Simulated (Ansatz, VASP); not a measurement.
**CuO: VASP beside Ansatz**

The input INCAR:

```
SYSTEM = CuO
ALGO = Normal
EDIFF = 1E-6
ENCUT = 520
GGA = PS
ISIF = 2
ISMEAR = -1
LASPH = .TRUE.
LCHARG = .TRUE.
LDAU = .TRUE.
LDAUJ = 0 0
LDAUL = 2 -1
LDAUPRINT = 1
LDAUTYPE = 2
LDAUU = 6 0
LELF = .TRUE.
LMAXMIX = 4
LREAL = .FALSE.
LVHAR = .TRUE.
LWAVE = .FALSE.
NBANDS = 25
NELM = 150
PREC = Accurate
SIGMA = 0.05
```

KPOINTS

```
k-points
0
G
  10 10 5
  0 0 0
```

File POSCAR:

```
CuO
1.0
    2.3418500000     -1.7113000000      0.0000000000
    2.3418500000      1.7113000000      0.0000000000
   -0.8500274268      0.0000000000      5.0578693947
Cu O
2 2
Direct
    0.5000000000      0.0000000000      0.5000000000
    0.0000000000      0.5000000000      0.0000000000
    0.4184000000      0.5816000000      0.7500000000
    0.5816000000      0.4184000000      0.2500000000
```

input.yaml

```yaml
crystal:
  lattice:
    - [2.34185, -1.7113, 0.0]
    - [2.34185, 1.7113, 0.0]
    - [-0.8500274268, 0.0, 5.0578693947]
  atoms:
    - { symbol: Cu, position: [0.5, 0.0, 0.5] }
    - { symbol: Cu, position: [0.0, 0.5, 0.0] }
    - { symbol: O, position: [0.4184, 0.5816, 0.75] }
    - { symbol: O, position: [0.5816, 0.4184, 0.25] }
hamiltonian:
  xc: pbesol
  pseudopotentials: { kind: paw }
  hubbard: { sites: [{ species: Cu, l: d, u_eff: 6.0 }] }
kpoints:
  mp_grid: { grid: [10, 10, 5] }
  band_path:
    path:
      - [[0.0, 0.0, 0.0], [-0.5, -0.5, 0.0], [-0.5247847702, -0.5247847702, 0.3275098836], [-0.5, -0.5, 0.5], [-0.6335075857, -0.3664924143, 0.5]]
      - [[-0.3664924143, 0.3664924143, 0.5], [0.0, 0.0, 0.5], [-0.4752152298, -0.4752152298, 0.6724901164]]
      - [[-0.5, -0.5, 0.0], [-0.612731633, -0.387268367, 0.0]]
      - [[-0.387268367, 0.387268367, 0.0], [0.0, 0.0, 0.0], [-0.5, 0.0, 0.0]]
      - [[-0.5, 0.0, 0.5], [0.0, 0.0, 0.0]]
    npoints: 14
scf:
  occupations: { method: fermi_dirac, width: 0.05 }
  n_extra_bands: 10
output:
  forces: true
  stress: true
  eigenvalues: true
  fatbands: false
```

Alike in both runs: functional PBEsol; k mesh 10 × 10 × 5; occupations fermi-dirac, width 0.05 eV; no spin polarisation; Hubbard terms Cu d U = 6.0 eV.

```csv
,VASP,Ansatz
version,VASP 6.6.1,Ansatz 0.2.0
potentials or method,"VASP PAW PBE potentials, release 64 (Cu, O)",Ansatz PAW
plane-wave cutoff (eV),520,420
valence electrons in the cell,34,50
task,single point,band structure
```

Ansatz gave:

```
gap on the k mesh at the Fermi level (eV)                     : none
pressure (GPa)                                                : 0.4
traceless stress, the component that is largest in VASP (GPa) : 1.13
rms of the force components (eV/Å)                            : 0.086
```

Problem. Estimate VASP's values.

Solution. gap on the k mesh at the Fermi level (eV): none; pressure (GPa): -6.8; traceless stress, the component that is largest in VASP (GPa): 2.46; rms of the force components (eV/Å): 0.116.

VASP's potentials were made for PBE, not for PBEsol. The programs project onto different local orbitals, so the same U acts differently, and such runs can settle in different states. Atom by atom the forces differ by 0.030 eV/Å (rms over components). A gap of «none» marks a metal or a gap that the smearing closes. VASP's potentials hold 34 valence electrons a cell and Ansatz's 50, so a difference there can come from the potentials and not from the codes.
